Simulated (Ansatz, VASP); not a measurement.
One calculation of MnHg, two programs

```
Mn Hg
1.0
     3.15246    0.00000    3.15246
     0.00000    3.15246    3.15246
     0.00000    0.00000    6.30492
Mn Hg
2 2
Cartesian
  1.5762 1.5762 7.8812
  1.5762 1.5762 4.7287
  0.0000 0.0000 0.0000
  0.0000 0.0000 3.1525
```

Alike in both runs: task single point; functional PBEsol; k mesh 12 × 12 × 6; occupations gaussian, width 0.1 eV; collinear spin.

|  | VASP | Ansatz |
| --- | --- | --- |
| version | VASP 6.6.1 | Ansatz 0.2.0 |
| potentials or method | VASP PAW PBE potentials, release 64 (Mn_pv, Hg), cutoff 520 eV | scalar-relativistic, plane waves, PAW |
| valence electrons in the cell | 50 | 70 |

Ansatz gave:

* gap on the k mesh at the Fermi level (eV): none
* pressure (GPa): 8.1
* net moment per atom (μB): 0.00
* size of the moment on the site where the two differ most (μB): 3.49

Which values does VASP return?

gap on the k mesh at the Fermi level (eV): none; pressure (GPa): 9.3; net moment per atom (μB): 0.00; size of the moment on the site where the two differ most (μB): 3.49.

VASP's potentials were made for PBE, not for PBEsol. Site moments also hang on the region over which each program counts them. A gap of «none» marks a metal or a gap that the smearing closes. VASP's potentials hold 50 valence electrons a cell and Ansatz's 70, so a difference there can come from the potentials and not from the codes.

Spin-orbit coupling is off throughout.
